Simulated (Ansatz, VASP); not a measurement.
## Co: VASP beside Ansatz

File INCAR:

```
SYSTEM = Co
PREC = Accurate
ENCUT = 520
EDIFF = 1E-7
ISMEAR = -1
SIGMA = 0.05
LREAL = .False.
LASPH = .True.
NELM = 150
ALGO = Normal
ISIF = 2
LWAVE = .False.
LCHARG = .False.
ISPIN = 2
MAGMOM = 1.772
LORBIT = 11
LMAXMIX = 4
GGA = RP
NBANDS = 14
```

Contents of KPOINTS:

```
Automatic mesh
0
Gamma
  17 17 17
  0 0 0
```

The input POSCAR:

```
Co
1.0
    0.0000000000      1.8230564091      1.8230564091
    1.8230564091      0.0000000000      1.8230564091
    1.8230564091      1.8230564091      0.0000000000
Co
1
Direct
    0.0000000000      0.0000000000      0.0000000000
```

Input for Ansatz:

```yaml
crystal:
  lattice:
    - [0.0, 1.8230564091, 1.8230564091]
    - [1.8230564091, 0.0, 1.8230564091]
    - [1.8230564091, 1.8230564091, 0.0]
  atoms:
    - { symbol: Co, position: [0.0, 0.0, 0.0], spin: 1.772 }
hamiltonian:
  xc: rpbe
  pseudopotentials:
    kind: paw
    azcp:
      Co: "pseudopotentials/Co.paw.azcp"
basis:
  ecutwfc: 420
  fft_grid_basis: typed
kpoints:
  mp_grid: { grid: [17, 17, 17], shift: [0, 0, 0] }
magnetization:
  spin_polarized: true
scf:
  occupations: { method: fermi_dirac, width: 0.05 }
  lower_state_search: "off"
output:
  stress: true
  write_density: true
  write_potential: true
  elf: true
  volumetric_format: npy
```

Alike in both runs: task single point; functional RPBE; k mesh 17 × 17 × 17; occupations fermi-dirac, width 0.05 eV; collinear spin.

|  | VASP | Ansatz |
| --- | --- | --- |
| version | VASP 6.6.1 | Ansatz 0.2.0 |
| potentials or method | VASP PAW PBE potentials, release 64 (Co), cutoff 520 eV | plane waves (420 eV) with PAW, scalar-relativistic |
| valence electrons in the cell | 9 | 17 |

|  | VASP | Ansatz | Ansatz less VASP |
| --- | --- | --- | --- |
| pressure (GPa) | -12.4 | -12.2 | +0.20 |
| net moment per atom (μB) | 1.72 | 1.73 | +0.018 |
| size of the moment on the site where the two differ most (μB) | 1.76 | 1.82 | +0.061 |

VASP's potentials were made for PBE, not for RPBE. Site moments also hang on the region over which each program counts them. VASP's potentials hold 9 valence electrons a cell and Ansatz's 17, so a difference there can come from the potentials and not from the codes.
